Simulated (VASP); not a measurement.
# Al7Zn4GaO16 (P1) in VASP: single point with PBEsol

Aim: the single point of Al7Zn4GaO16 with PBEsol.

Program: VASP 6.6.1. These are calculated values, not measurements. Logs are shortened: lines on timing, memory, paths and dates and some standing lists are left out, and cuts for length are marked.

## Step 1: The cell of the first run

The typed cell holds 56 atoms: a = 8.123 Å, b = 8.123 Å, c = 8.123 Å, α = 90.00°, β = 90.00°, γ = 90.00°.

## Step 2: Single point, PBEsol

Input file INCAR:

```
SYSTEM = Al7Zn4GaO16
PREC = Accurate
ENCUT = 520
EDIFF = 1E-7
ISMEAR = -1
SIGMA = 0.05
LREAL = Auto
LASPH = .TRUE.
NELM = 100
ALGO = Normal
ISIF = 2
LWAVE = .FALSE.
LCHARG = .TRUE.
GGA = PS
LELF = .TRUE.
LVHAR = .TRUE.
NBANDS = 212
ISYM = 0
```

Input file KPOINTS:

```
Automatic mesh
0
Gamma
  1 1 1
  0.25 0.25 0.25
```

Input file POSCAR:

```
Al7Zn4GaO16
1.0
    8.1225028501      0.0000000000      0.0000000000
    0.0000000000      8.1225028501      0.0000000000
    0.0000000000      0.0000000000      8.1225028501
Zn Al O Ga
8 14 32 2
Direct
    0.8733020000      0.3723990000      0.3766320000
    0.3769890000      0.8760410000      0.3767150000
    0.3769170000      0.3723160000      0.8729720000
    0.1256170000      0.1247030000      0.1230880000
    0.8732920000      0.8760280000      0.8729220000
    0.6255650000      0.6247190000      0.1230310000
    0.6256440000      0.1248090000      0.6265550000
    0.1256380000      0.6248640000      0.6266050000
    0.5003720000      0.9995290000      0.9997910000
    0.7503860000      0.2494430000      0.9997790000
    0.7487000000      0.0011030000      0.2509630000
    0.9997670000      0.4988670000      0.9962250000
    0.2509260000      0.7501220000      0.9962660000
    0.9992890000      0.0011100000      0.5014470000
    0.5019390000      0.4984310000      0.5014960000
    0.2514490000      0.2479710000      0.5014210000
    0.5019980000      0.2478990000      0.2509440000
    0.7488280000      0.7505730000      0.5014550000
    0.2504390000      0.9995650000      0.7496670000
    0.7503060000      0.4994200000      0.7496990000
    0.0003670000      0.2494240000      0.7497230000
    0.5004690000      0.7495340000      0.7497550000
    0.5144300000      0.0136440000      0.2358880000
    0.7361000000      0.2352150000      0.2355460000
    0.5145990000      0.2354200000      0.0141760000
    0.7362670000      0.0136620000      0.0141370000
    0.0087610000      0.5079030000      0.2314220000
    0.2416790000      0.7408380000      0.2313980000
    0.0152730000      0.7345810000      0.0050170000
    0.2354470000      0.5143850000      0.0049550000
    0.0140940000      0.0144960000      0.7364770000
    0.2364200000      0.2342940000      0.7361820000
    0.0149600000      0.2363400000      0.5147050000
    0.2359170000      0.0128650000      0.5146720000
    0.2672800000      0.2556260000      0.2660040000
    0.4945020000      0.4828000000      0.2658730000
    0.4872940000      0.2624610000      0.4872140000
    0.2663880000      0.4835620000      0.4926350000
    0.5153940000      0.5132020000      0.7365580000
    0.7351940000      0.7355180000      0.7361790000
    0.5137150000      0.7350200000      0.5147680000
    0.7371570000      0.5140440000      0.5146690000
    0.7564080000      0.7663970000      0.2660250000
    0.9836370000      0.9936320000      0.2658520000
    0.9843980000      0.7655410000      0.4926030000
    0.7632990000      0.9864300000      0.4872020000
    0.7644860000      0.2635160000      0.7643390000
    0.9854910000      0.4845950000      0.7619830000
    0.9863480000      0.2631190000      0.9847540000
    0.7640070000      0.4854240000      0.9847840000
    0.2654680000      0.7645810000      0.7623820000
    0.4865230000      0.9856250000      0.7640190000
    0.4865570000      0.7634680000      0.9848130000
    0.2643130000      0.9857450000      0.9847850000
    0.2518590000      0.4980160000      0.2484770000
    0.9988400000      0.7509940000      0.2484830000
```

Potentials or basis: VASP PAW PBE potentials, release 64 (Zn, Al, O, Ga_d).

Launch:

```bash
$ cat potpaw_PBE.64/Zn/POTCAR potpaw_PBE.64/Al/POTCAR potpaw_PBE.64/O/POTCAR potpaw_PBE.64/Ga_d/POTCAR > POTCAR
$ mpirun -np 1 vasp_std > vasp.out
```

OUTCAR:

```text
SYSTEM = Al7Zn4GaO16
   PREC = Accurate
   ENCUT = 520
   EDIFF = 1E-7
   ISMEAR = -1
   LREAL = Auto
   LASPH = .TRUE.
   NELM = 100
   ISIF = 2
   GGA = PS
   ISYM = 0

 ion  position               nearest neighbor table
   1  0.873  0.372  0.377-  24 1.95  33 1.95  42 1.95  27 1.95
   2  0.377  0.876  0.377-  41 1.95  34 1.95  23 1.95  28 1.95
   3  0.377  0.372  0.873-  32 1.95  30 1.95  39 1.95  25 1.95
   4  0.126  0.125  0.123-  35 1.95  54 1.95  49 1.95  44 1.95
   5  0.873  0.876  0.873-  40 1.95  29 1.95  31 1.95  26 1.95
   6  0.626  0.625  0.123-  43 1.95  53 1.95  50 1.95  36 1.95
   7  0.626  0.125  0.627-  47 1.95  37 1.95  46 1.95  52 1.95
   8  0.126  0.625  0.627-  51 1.95  48 1.95  45 1.95  38 1.95
   9  0.500  1.000  1.000-  52 1.92  26 1.92  25 1.92  23 1.92  54 1.92  53 1.92  13 2.87  11 2.87
                            17 2.87  10 2.87  22 2.87  19 2.87
  10  0.750  0.249  1.000-  47 1.92  24 1.92  26 1.92  25 1.92  49 1.92  50 1.92  12 2.87  11 2.87
                            17 2.87   9 2.87  21 2.87  20 2.87
  11  0.749  0.001  0.251-  24 1.91  23 1.91  43 1.91  44 1.91  46 1.93  26 1.93  17 2.83   9 2.87
                            10 2.87  56 2.87  18 2.88  14 2.88
  12  1.000  0.499  0.996-  48 1.91  27 1.91  30 1.92  29 1.92  49 1.92  50 1.92  21 2.85  20 2.85
                            10 2.87  13 2.89  55 2.90  56 2.90
  13  0.251  0.750  0.996-  51 1.91  28 1.91  54 1.92  53 1.92  29 1.92  30 1.92  19 2.85  22 2.85
                             9 2.87  12 2.89  56 2.90  55 2.90
  14  0.999  0.001  0.501-  31 1.92  33 1.92  45 1.92  44 1.92  46 1.92  34 1.93  21 2.85  16 2.87
                            19 2.87  18 2.88  11 2.88  56 2.89
  15  0.502  0.498  0.501-  39 1.92  42 1.92  38 1.92  36 1.92  37 1.92  41 1.93  20 2.85  18 2.87
                            22 2.87  16 2.88  17 2.88  55 2.89
[... 44 lines left out ...]
  53  0.487  0.763  0.985-  22 1.92  13 1.92   9 1.92   6 1.95
  54  0.264  0.986  0.985-  19 1.92  13 1.92   9 1.92   4 1.95
  55  0.252  0.498  0.248-  35 1.98  28 1.98  36 1.98  27 1.98  30 1.99  38 1.99  17 2.87  16 2.89
                            15 2.89  13 2.90  12 2.90  56 2.91
  56  0.999  0.751  0.248-  43 1.98  28 1.98  44 1.98  27 1.98  29 1.99  45 1.99  11 2.87  18 2.89
                            14 2.89  13 2.90  12 2.90  55 2.91

IMPORTANT INFORMATION: All symmetrisations will be switched off!
NOSYMM: (Re-)initialisation of all symmetry stuff for point group C_1.

----------------------------------------------------------------------------------------

                                     Primitive cell

  volume of cell :     535.8826

  direct lattice vectors                    reciprocal lattice vectors
     8.122502850  0.000000000  0.000000000     0.123114761  0.000000000  0.000000000
     0.000000000  8.122502850  0.000000000     0.000000000  0.123114761  0.000000000
     0.000000000  0.000000000  8.122502850     0.000000000  0.000000000  0.123114761

  length of vectors
     8.122502850  8.122502850  8.122502850     0.123114761  0.123114761  0.123114761

  position of ions in fractional coordinates (direct lattice)
     0.873302000  0.372399000  0.376632000
     0.376989000  0.876041000  0.376715000
     0.376917000  0.372316000  0.872972000
     0.125617000  0.124703000  0.123088000
     0.873292000  0.876028000  0.872922000
     0.625565000  0.624719000  0.123031000
[... 48 lines left out ...]
     0.251859000  0.498016000  0.248477000
     0.998840000  0.750994000  0.248483000

  ion indices of the primitive-cell ions
   primitive index   ion index
                 1           1
                 2           2
                 3           3
                 4           4
                 5           5
                 6           6
[... 48 lines left out ...]
                55          55
                56          56

----------------------------------------------------------------------------------------

 KPOINTS: Automatic mesh

Automatic generation of k-mesh.
 Grid dimensions read from file:
 generate k-points for:    1    1    1

 Generating k-lattice:

  Cartesian coordinates                     Fractional coordinates (reciprocal lattice)
     0.123114761  0.000000000  0.000000000     1.000000000  0.000000000  0.000000000
     0.000000000  0.123114761  0.000000000     0.000000000  1.000000000  0.000000000
     0.000000000  0.000000000  0.123114761     0.000000000  0.000000000  1.000000000

  Length of vectors
     0.123114761  0.123114761  0.123114761

  Shift w.r.t. Gamma in fractional coordinates (k-lattice)
     0.250000000  0.250000000  0.250000000

 Subroutine IBZKPT returns following result:
 ===========================================

 Found      4 irreducible k-points:

 Following reciprocal coordinates:
            Coordinates               Weight
  0.250000  0.250000  0.250000      2.000000
 -0.250000  0.250000  0.250000      2.000000
 -0.250000 -0.250000  0.250000      2.000000
  0.250000 -0.250000  0.250000      2.000000
   k-points           NKPTS =      4   k-points in BZ     NKDIM =      4   number of bands    NBANDS=    212
   number of dos      NEDOS =    301   number of ions     NIONS =     56
   total plane-waves  NPLWV = 216000
   dimension x,y,z NGX =    60 NGY =   60 NGZ =   60
   dimension x,y,z NGXF=   120 NGYF=  120 NGZF=  120
   ions per type =               8  14  32   2
   NGX,Y,Z   is equivalent  to a cutoff of  12.28, 12.28, 12.28 a.u.
   NGXF,Y,Z  is equivalent  to a cutoff of  24.56, 24.56, 24.56 a.u.
 SYSTEM =  Al7Zn4GaO16
   PREC   = accura    normal or accurate (medium, high low for compatibility)
   ISTART =      0    job   : 0-new  1-cont  2-samecut
   ICHARG =      2    charge: 1-file 2-atom 10-const
   ISPIN  =      1    spin polarized calculation?
   LNONCOLLINEAR =      F non collinear calculations
   LSORBIT =      F    spin-orbit coupling
   LASPH  =      T    aspherical Exc in radial PAW
   ENCUT  =  520.0 eV  38.22 Ry    6.18 a.u.  15.10 15.10 15.10*2*pi/ulx,y,z
   NELM   =    100;   NELMIN=  2; NELMDL= -5     # of ELM steps
   EDIFF  = 0.1E-06   stopping-criterion for ELM
   LREAL  =      T    real-space projection
   EDIFFG = 0.1E-05   stopping-criterion for IOM
   NSW    =      0    number of steps for IOM
   IBRION =     -1    ionic relax: 0-MD 1-quasi-New 2-CG
   NFREE  =      0    steps in history (QN), initial steepest desc. (CG)
   ISIF   =      2    stress and relaxation
   ISYM   =      0    0-nonsym 1-usesym 2-fastsym
   POTIM  = 0.5000    time-step for ionic-motion
   TEBEG  =    0.0;   TEEND  =   0.0 temperature during run
   PSTRESS=    0.0 pullay stress
   NELECT =     356.0000    total number of electrons
   NUPDOWN=      -1.0000    fix difference up-down
   EMIN   =  10.00;   EMAX   =-10.00  energy-range for DOS
   EFERMI =   0.00;   METHOD = LEGACY
   ISMEAR =    -1;   SIGMA  =   0.05  broadening in eV -4-tet -1-fermi 0-gaus
   EFERMI_NEDOS =   21; number of points for ismear=-14 and -15
   IALGO  =     38    algorithm
   IMIX   =      4    mixing-type and parameters
     AMIX     =   0.40;   BMIX     =  1.00
     AMIX_MAG =   1.60;   BMIX_MAG =  1.00
  volume/ion in A,a.u.               =       9.57        64.58
  Fermi-wavevector in a.u.,A,eV,Ry     =   1.428461  2.699399 27.762687  2.040500
  Thomas-Fermi vector in A             =   2.548520
   LORBIT       =      0    0 simple, 1 ext, 2 COOP (PROOUT), +10 PAW based schemes
   GGA     = PS    functional components
   LHFCALC =     F    Hartree Fock is set to
   AEXX    =    0.0000 exact exchange contribution
   IVDW    =     0    specifies the selected vdW correction
   LEPSILON=     F    determine dielectric tensor
   LRPA    =     F    only Hartree local field effects (RPA)
 non-spin polarized calculation
  energy-cutoff  :      520.00
  volume of cell :      535.88
 maximum number of plane-waves:     14387
   NGX = 31   NGY = 31   NGZ = 31

 number of electron     356.0000081 magnetization

 Free energy of the ion-electron system (eV)
  ---------------------------------------------------
  ext. energy  EPLUGINS =         0.00000000
  ---------------------------------------------------
  free energy    TOTEN  =      -388.25053170 eV

  energy without entropy =     -388.25053170  energy(sigma->0) =     -388.25053170

 E-fermi :   5.1935     XC(G=0): -11.7226

 val. band max:        3.9688344683   @ k =   0.2500   0.2500   0.2500
 cond. band min:       8.7433897665   @ k =  -0.2500  -0.2500   0.2500
 fundamental gap:      4.7745552982
 Fermi energy:         5.1935338634

 k-point     1 :       0.2500    0.2500    0.2500
  band No.  band energies     occupation
      1     -14.7763      2.00000
      2     -14.4124      2.00000
      3     -14.4063      2.00000
      4     -14.4023      2.00000
      5     -13.9126      2.00000
      6     -13.9045      2.00000
[... 182 lines left out ...]
    189      12.0774      0.00000
    190      12.1537      0.00000

 k-point     2 :      -0.2500    0.2500    0.2500
  band No.  band energies     occupation
      1     -14.7754      2.00000
      2     -14.4122      2.00000
      3     -14.4077      2.00000
      4     -14.4019      2.00000
      5     -13.9138      2.00000
      6     -13.9107      2.00000
[... 182 lines left out ...]
    189      12.1058      0.00000
    190      12.1788      0.00000

 k-point     3 :      -0.2500   -0.2500    0.2500
  band No.  band energies     occupation
      1     -14.7758      2.00000
      2     -14.4135      2.00000
      3     -14.4063      2.00000
      4     -14.4033      2.00000
      5     -13.9102      2.00000
      6     -13.9044      2.00000
[... 182 lines left out ...]
    189      12.0820      0.00000
    190      12.1506      0.00000

 k-point     4 :       0.2500   -0.2500    0.2500
  band No.  band energies     occupation
      1     -14.7755      2.00000
      2     -14.4122      2.00000
      3     -14.4077      2.00000
      4     -14.4018      2.00000
      5     -13.9141      2.00000
      6     -13.9109      2.00000
[... 182 lines left out ...]
    189      12.1063      0.00000
    190      12.1785      0.00000
 [bands above 190 left out]

------------------------ aborting loop because EDIFF is reached ----------------------------------------

  FORCE on cell =-STRESS in cart. coord.  units (eV):
  Direction    XX          YY          ZZ          XY          YZ          ZX
  --------------------------------------------------------------------------------------
  -------------------------------------------------------------------------------------
  Total        1.5508037      1.5448492      1.7541543     -1.4853552      0.1707258      0.2012834
  in kB        4.6365804      4.6187775      5.2445563     -4.4409030      0.5104347      0.6017954
  external PRESSURE =       4.8333048 kB  Pullay stress =       0.0000000 kB

 VOLUME and BASIS-vectors are now :
 -----------------------------------------------------------------------------
  energy-cutoff  :      520.00
  volume of cell :      535.88
      direct lattice vectors                 reciprocal lattice vectors
     8.122502850  0.000000000  0.000000000     0.123114761  0.000000000  0.000000000
     0.000000000  8.122502850  0.000000000     0.000000000  0.123114761  0.000000000
     0.000000000  0.000000000  8.122502850     0.000000000  0.000000000  0.123114761

 POSITION                                       TOTAL-FORCE (eV/Angst)
 -----------------------------------------------------------------------------------
      7.09340      3.02481      3.05919         0.012073      0.016059      0.000870
      3.06209      7.11565      3.05987         0.010809      0.015318     -0.000674
      3.06151      3.02414      7.09072         0.016158      0.018859      0.002776
      1.02032      1.01290      0.99978        -0.016233     -0.008740     -0.006667
      7.09332      7.11554      7.09031         0.012497      0.017899      0.005869
      5.08115      5.07428      0.99932        -0.011255     -0.013703     -0.004884
[... 48 lines left out ...]
      2.04573      4.04514      2.01826        -0.002205     -0.000016      0.001783
      8.11308      6.09995      2.01830         0.000525     -0.003741      0.000808
 -----------------------------------------------------------------------------------
    total drift:                                0.035918     -0.044441      0.000093

  FREE ENERGIE OF THE ION-ELECTRON SYSTEM (eV)
  ---------------------------------------------------
  free  energy   TOTEN  =      -388.2505317008 eV

  energy  without entropy=     -388.2505317007  energy(sigma->0) =     -388.25053170
```

It took 31 min on 1 thread of Oxide Virtual Turin-like, shared host; peak memory 0.65 GiB.

What came out:

| Property | Result |
| --- | --- |
| Free energy | -388.2505 eV |
| Pressure | 0.5 GPa |
| Largest force | 0.074 eV/Å |
| Band gap on the k mesh | 4.77 eV |

Forces on the atoms (eV/Å):
```
Zn   0.012  0.016  0.001
Zn   0.011  0.015 -0.001
Zn   0.016  0.019  0.003
Zn  -0.016 -0.009 -0.007
Zn   0.012  0.018  0.006
Zn  -0.011 -0.014 -0.005
Zn  -0.016 -0.016  0.010
Zn  -0.016 -0.020 -0.005
Al   0.002 -0.009 -0.001
Al   0.008  0.001  0.000
Al   0.007 -0.002 -0.004
Al   0.003  0.007 -0.008
Al  -0.009 -0.013 -0.002
Al   0.000  0.003  0.003
Al   0.001  0.002 -0.002
Al  -0.001  0.002  0.001
Al  -0.005  0.010 -0.002
Al  -0.004 -0.001  0.001
Al  -0.001 -0.008  0.006
Al   0.010 -0.003  0.006
Al   0.005  0.001  0.003
Al  -0.002 -0.009  0.003
O    0.033  0.026 -0.047
O   -0.022 -0.021 -0.008
O    0.021 -0.051  0.025
O   -0.048  0.021  0.027
O    0.016  0.016 -0.042
O    0.000  0.002 -0.036
O    0.032 -0.041  0.001
O   -0.041  0.035  0.008
O    0.034  0.036 -0.055
O   -0.019 -0.023 -0.020
O    0.018 -0.051  0.027
O   -0.045  0.018  0.028
O    0.029 -0.011  0.028
O   -0.002 -0.041  0.047
O   -0.017  0.042 -0.026
O    0.041 -0.034  0.000
O    0.032  0.032 -0.057
O   -0.023 -0.017 -0.017
O    0.022 -0.041  0.026
O   -0.044  0.021  0.030
O   -0.008  0.032  0.027
O   -0.043 -0.001  0.048
O   -0.038  0.044  0.003
O    0.041 -0.013 -0.025
O    0.014  0.020  0.009
O   -0.038 -0.034  0.046
O   -0.026  0.046 -0.025
O    0.049 -0.025 -0.032
O    0.025  0.030  0.005
O   -0.028 -0.028  0.050
O   -0.017  0.047 -0.027
O    0.049 -0.021 -0.029
Ga  -0.002  0.000  0.002
Ga   0.001 -0.004  0.001
```

Stress tensor (GPa, compression positive):
```
 0.46 -0.44  0.06
-0.44  0.46  0.05
 0.06  0.05  0.52
```

Levels at points of the mesh, in eV from the valence-band top:
| k point | band 176 | band 177 | band 178 | band 179 | band 180 | band 181 |
| --- | --- | --- | --- | --- | --- | --- |
| (0.25, 0.25, 0.25) | -0.16 | -0.02 | 0.00 | 4.78 | 6.18 | 6.27 |

Caveat: the PAW data sets were made with another functional, which shifts forces and pressure a little; a shifted mesh leaves out Γ, where band edges can lie. A k mesh can miss the band edges.
